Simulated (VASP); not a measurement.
# Zr3SiW (Pm-3m) in VASP: single point with PBE

Aim: the single point of Zr3SiW with PBE.

Everything below comes from runs of VASP 6.6.1. Logs are shortened: lines on timing, memory, paths and dates and some standing lists are left out, and cuts for length are marked.

### Step 1. The cell of the first run

Symmetry: Pm-3m, No. 221, cubic system. Conventional cell: a = 5.001 Å, b = 5.001 Å, c = 5.001 Å, α = 90.00°, β = 90.00°, γ = 90.00°. Zr (site symmetry 4/mmm) has 2 W at 2.50 Å within 3.3 Å. Within 4.6 Å of Si (site symmetry m-3m) lie 12 Zr at 3.54 Å and 8 W at 4.33 Å. W (site symmetry m-3m) has 6 Zr at 2.50 Å within 3.3 Å.

### Step 2. Single point, PBE

The input, INCAR:

```
SYSTEM = Zr3SiW
PREC = Accurate
ENCUT = 520
EDIFF = 1E-7
ISMEAR = 0
SIGMA = 0.1
LREAL = .False.
LASPH = .True.
NELM = 100
ALGO = Normal
ISIF = 2
LWAVE = .False.
LCHARG = .False.
GGA = PE
NBANDS = 35
```

The input, KPOINTS:

```
Automatic mesh
0
Gamma
  4 4 4
  0 0 0
```

The input, POSCAR:

```
Zr3SiW
1.0
    5.0013019602      0.0000000000      0.0000000000
    0.0000000000      5.0013019602      0.0000000000
    0.0000000000      0.0000000000      5.0013019602
Zr Si W
3 1 1
Direct
    0.0000000000      0.5000000000      0.5000000000
    0.5000000000      0.5000000000      0.0000000000
    0.5000000000      0.0000000000      0.5000000000
    0.0000000000      0.0000000000      0.0000000000
    0.5000000000      0.5000000000      0.5000000000
```

Potentials or basis: VASP PAW PBE potentials, release 64 (Zr_sv, Si, W_sv).

Command:

```sh
> cat potpaw_PBE.64/Zr_sv/POTCAR potpaw_PBE.64/Si/POTCAR potpaw_PBE.64/W_sv/POTCAR > POTCAR
> mpirun -np 1 vasp_std > vasp.out
```

OUTCAR:

```text
SYSTEM = Zr3SiW
   PREC = Accurate
   ENCUT = 520
   EDIFF = 1E-7
   ISMEAR = 0
   LREAL = .False.
   LASPH = .True.
   NELM = 100
   ISIF = 2
   GGA = PE

 ion  position               nearest neighbor table
   1  0.000  0.500  0.500-   5 2.50   5 2.50   2 3.54   2 3.54   3 3.54   2 3.54   3 3.54   3 3.54
                             2 3.54   3 3.54
   2  0.500  0.500  0.000-   5 2.50   5 2.50   1 3.54   1 3.54   3 3.54   3 3.54   3 3.54   3 3.54
                             1 3.54   1 3.54
   3  0.500  0.000  0.500-   5 2.50   5 2.50   1 3.54   2 3.54   1 3.54   2 3.54   2 3.54   2 3.54
                             1 3.54   1 3.54
   4  0.000  0.000  0.000-
   5  0.500  0.500  0.500-   1 2.50   2 2.50   3 2.50   2 2.50   3 2.50   1 2.50

  LATTYP: Found a simple cubic cell.
 ALAT       =     5.0013019602

  Lattice vectors:

 A1 = (   5.0013019602,   0.0000000000,   0.0000000000)
 A2 = (   0.0000000000,   5.0013019602,   0.0000000000)
 A3 = (   0.0000000000,   0.0000000000,   5.0013019602)

Analysis of symmetry for initial positions (statically):
=====================================================================
 Subroutine PRICEL returns:
 Original cell was already a primitive cell.

 Routine SETGRP: Setting up the symmetry group for a
 simple cubic supercell.

 Subroutine GETGRP returns: Found 48 space group operations
 (whereof 48 operations were pure point group operations)
 out of a pool of 48 trial point group operations.

The static configuration has the point symmetry O_h .

Analysis of symmetry for dynamics (positions and initial velocities):
=====================================================================
 Subroutine PRICEL returns:
 Original cell was already a primitive cell.

 Routine SETGRP: Setting up the symmetry group for a
 simple cubic supercell.

 Subroutine GETGRP returns: Found 48 space group operations
 (whereof 48 operations were pure point group operations)
 out of a pool of 48 trial point group operations.

The dynamic configuration has the point symmetry O_h .

 Subroutine INISYM returns: Found 48 space group operations
 (whereof 48 operations are pure point group operations),
 and found     1 'primitive' translations

----------------------------------------------------------------------------------------

                                     Primitive cell

  volume of cell :     125.0977

  direct lattice vectors                    reciprocal lattice vectors
     5.001301960  0.000000000  0.000000000     0.199947935  0.000000000  0.000000000
     0.000000000  5.001301960  0.000000000     0.000000000  0.199947935  0.000000000
     0.000000000  0.000000000  5.001301960     0.000000000  0.000000000  0.199947935

  length of vectors
     5.001301960  5.001301960  5.001301960     0.199947935  0.199947935  0.199947935

  position of ions in fractional coordinates (direct lattice)
     0.000000000  0.500000000  0.500000000
     0.500000000  0.500000000  0.000000000
     0.500000000  0.000000000  0.500000000
     0.000000000  0.000000000  0.000000000
     0.500000000  0.500000000  0.500000000

  ion indices of the primitive-cell ions
   primitive index   ion index
                 1           1
                 2           2
                 3           3
                 4           4
                 5           5

----------------------------------------------------------------------------------------

 KPOINTS: Automatic mesh

Automatic generation of k-mesh.
 Grid dimensions read from file:
 generate k-points for:    4    4    4

 Generating k-lattice:

  Cartesian coordinates                     Fractional coordinates (reciprocal lattice)
     0.049986984  0.000000000  0.000000000     0.250000000  0.000000000  0.000000000
     0.000000000  0.049986984  0.000000000     0.000000000  0.250000000  0.000000000
     0.000000000  0.000000000  0.049986984     0.000000000  0.000000000  0.250000000

  Length of vectors
     0.049986984  0.049986984  0.049986984

  Shift w.r.t. Gamma in fractional coordinates (k-lattice)
     0.000000000  0.000000000  0.000000000

 Subroutine IBZKPT returns following result:
 ===========================================

 Found     10 irreducible k-points:

 Following reciprocal coordinates:
            Coordinates               Weight
  0.000000  0.000000  0.000000      1.000000
  0.250000  0.000000  0.000000      6.000000
  0.500000  0.000000  0.000000      3.000000
  0.250000  0.250000  0.000000     12.000000
  0.500000  0.250000  0.000000     12.000000
  0.500000  0.500000  0.000000      3.000000
  0.250000  0.250000  0.250000      8.000000
  0.500000  0.250000  0.250000     12.000000
  0.500000  0.500000  0.250000      6.000000
  0.500000  0.500000  0.500000      1.000000
   k-points           NKPTS =     10   k-points in BZ     NKDIM =     10   number of bands    NBANDS=     35
   number of dos      NEDOS =    301   number of ions     NIONS =      5
   total plane-waves  NPLWV =  64000
   dimension x,y,z NGX =    40 NGY =   40 NGZ =   40
   dimension x,y,z NGXF=    80 NGYF=   80 NGZF=   80
   ions per type =               3   1   1
   NGX,Y,Z   is equivalent  to a cutoff of  13.30, 13.30, 13.30 a.u.
   NGXF,Y,Z  is equivalent  to a cutoff of  26.59, 26.59, 26.59 a.u.
 SYSTEM =  Zr3SiW
   PREC   = accura    normal or accurate (medium, high low for compatibility)
   ISTART =      0    job   : 0-new  1-cont  2-samecut
   ICHARG =      2    charge: 1-file 2-atom 10-const
   ISPIN  =      1    spin polarized calculation?
   LNONCOLLINEAR =      F non collinear calculations
   LSORBIT =      F    spin-orbit coupling
   LASPH  =      T    aspherical Exc in radial PAW
   ENCUT  =  520.0 eV  38.22 Ry    6.18 a.u.   9.30  9.30  9.30*2*pi/ulx,y,z
   NELM   =    100;   NELMIN=  2; NELMDL= -5     # of ELM steps
   EDIFF  = 0.1E-06   stopping-criterion for ELM
   LREAL  =      F    real-space projection
   EDIFFG = 0.1E-05   stopping-criterion for IOM
   NSW    =      0    number of steps for IOM
   IBRION =     -1    ionic relax: 0-MD 1-quasi-New 2-CG
   NFREE  =      0    steps in history (QN), initial steepest desc. (CG)
   ISIF   =      2    stress and relaxation
   ISYM   =      2    0-nonsym 1-usesym 2-fastsym
   POTIM  = 0.5000    time-step for ionic-motion
   TEBEG  =    0.0;   TEEND  =   0.0 temperature during run
   PSTRESS=    0.0 pullay stress
   NELECT =      54.0000    total number of electrons
   NUPDOWN=      -1.0000    fix difference up-down
   EMIN   =  10.00;   EMAX   =-10.00  energy-range for DOS
   EFERMI =   0.00;   METHOD = LEGACY
   ISMEAR =     0;   SIGMA  =   0.10  broadening in eV -4-tet -1-fermi 0-gaus
   EFERMI_NEDOS =   21; number of points for ismear=-14 and -15
   IALGO  =     38    algorithm
   IMIX   =      4    mixing-type and parameters
     AMIX     =   0.40;   BMIX     =  1.00
     AMIX_MAG =   1.60;   BMIX_MAG =  1.00
  volume/ion in A,a.u.               =      25.02       168.84
  Fermi-wavevector in a.u.,A,eV,Ry     =   1.237247  2.338057 20.827522  1.530780
  Thomas-Fermi vector in A             =   2.371822
   LORBIT       =      0    0 simple, 1 ext, 2 COOP (PROOUT), +10 PAW based schemes
   GGA     = PE    functional components
   LHFCALC =     F    Hartree Fock is set to
   AEXX    =    0.0000 exact exchange contribution
   IVDW    =     0    specifies the selected vdW correction
   LEPSILON=     F    determine dielectric tensor
   LRPA    =     F    only Hartree local field effects (RPA)
 non-spin polarized calculation
 Gauss-broadening in eV      SIGMA  =   0.10
  energy-cutoff  :      520.00
  volume of cell :      125.10
 maximum number of plane-waves:      3407
 NGX is ok and might be reduce to    40
   NGX = 19   NGY = 19   NGZ = 19

 number of electron      53.9999997 magnetization

 Free energy of the ion-electron system (eV)
  ---------------------------------------------------
  ext. energy  EPLUGINS =         0.00000000
  ---------------------------------------------------
  free energy    TOTEN  =       -39.19424544 eV

  energy without entropy =      -39.15574433  energy(sigma->0) =      -39.17499489

 E-fermi :   6.7678     XC(G=0): -10.2764

 val. band max:        6.7440534860   @ k =   0.2500   0.2500   0.0000
 cond. band min:       6.7727004415   @ k =   0.5000   0.0000   0.0000
 fundamental gap:      0.0286469555
 Fermi energy:         6.7677546431

 k-point     1 :       0.0000    0.0000    0.0000
  band No.  band energies     occupation
      1     -66.0855      2.00000
      2     -42.2310      2.00000
      3     -42.1985      2.00000
      4     -42.1985      2.00000
      5     -30.6898      2.00000
      6     -30.6898      2.00000
[... 27 lines left out ...]
     34      10.5657      0.00000
     35      10.5657      0.00000

 k-point     2 :       0.2500    0.0000    0.0000
  band No.  band energies     occupation
      1     -66.0854      2.00000
      2     -42.2295      2.00000
      3     -42.2076      2.00000
      4     -42.1984      2.00000
      5     -30.6892      2.00000
      6     -30.6892      2.00000
[... 27 lines left out ...]
     34       9.5900      0.00000
     35       9.7411      0.00000

 k-point     3 :       0.5000    0.0000    0.0000
  band No.  band energies     occupation
      1     -66.0854      2.00000
      2     -42.2246      2.00000
      3     -42.2202      2.00000
      4     -42.1984      2.00000
      5     -30.6887      2.00000
      6     -30.6887      2.00000
[... 27 lines left out ...]
     34       8.8915      0.00000
     35      10.2691      0.00000
[... 191 lines left out ...]
 k-point     9 :       0.5000    0.5000    0.2500
  band No.  band energies     occupation
      1     -66.0853      2.00000
      2     -42.2245      2.00000
      3     -42.2245      2.00000
      4     -42.2169      2.00000
      5     -30.6241      2.00000
      6     -30.5601      2.00000
[... 27 lines left out ...]
     34       9.2230      0.00000
     35       9.2313      0.00000

 k-point    10 :       0.5000    0.5000    0.5000
  band No.  band energies     occupation
      1     -66.0852      2.00000
      2     -42.2245      2.00000
      3     -42.2245      2.00000
      4     -42.2245      2.00000
      5     -30.5596      2.00000
      6     -30.5596      2.00000
[... 27 lines left out ...]
     34       8.2897      0.00000
     35       8.2897      0.00000

------------------------ aborting loop because EDIFF is reached ----------------------------------------

  FORCE on cell =-STRESS in cart. coord.  units (eV):
  Direction    XX          YY          ZZ          XY          YZ          ZX
  --------------------------------------------------------------------------------------
  -------------------------------------------------------------------------------------
  Total        0.3158616      0.3158616      0.3158616      0.0000000      0.0000000     -0.0000000
  in kB        4.0453688      4.0453688      4.0453688      0.0000000      0.0000000     -0.0000000
  external PRESSURE =       4.0453688 kB  Pullay stress =       0.0000000 kB

 VOLUME and BASIS-vectors are now :
 -----------------------------------------------------------------------------
  energy-cutoff  :      520.00
  volume of cell :      125.10
      direct lattice vectors                 reciprocal lattice vectors
     5.001301960  0.000000000  0.000000000     0.199947935  0.000000000  0.000000000
     0.000000000  5.001301960  0.000000000     0.000000000  0.199947935  0.000000000
     0.000000000  0.000000000  5.001301960     0.000000000  0.000000000  0.199947935

 POSITION                                       TOTAL-FORCE (eV/Angst)
 -----------------------------------------------------------------------------------
      0.00000      2.50065      2.50065         0.000000      0.000000      0.000000
      2.50065      2.50065      0.00000         0.000000      0.000000      0.000000
      2.50065      0.00000      2.50065         0.000000      0.000000      0.000000
      0.00000      0.00000      0.00000         0.000000      0.000000      0.000000
      2.50065      2.50065      2.50065         0.000000      0.000000      0.000000
 -----------------------------------------------------------------------------------
    total drift:                                0.000000     -0.000000     -0.000000

  FREE ENERGIE OF THE ION-ELECTRON SYSTEM (eV)
  ---------------------------------------------------
  free  energy   TOTEN  =       -39.1942454449 eV

  energy  without entropy=      -39.1557443270  energy(sigma->0) =      -39.17499489
```

It took 36 s on 1 thread of Intel Xeon Platinum 8488C (Sapphire Rapids), shared host; peak memory 0.25 GiB.

Results:

```
Free energy            : -39.1942 eV
Pressure               : 0.4 GPa
Band gap on the k mesh : zero (band 27 reaches 7.24 eV, above the bottom of band 28 at 6.30 eV)
```

Caveat: spin-orbit coupling is left out, which moves the levels of the heavy elements.
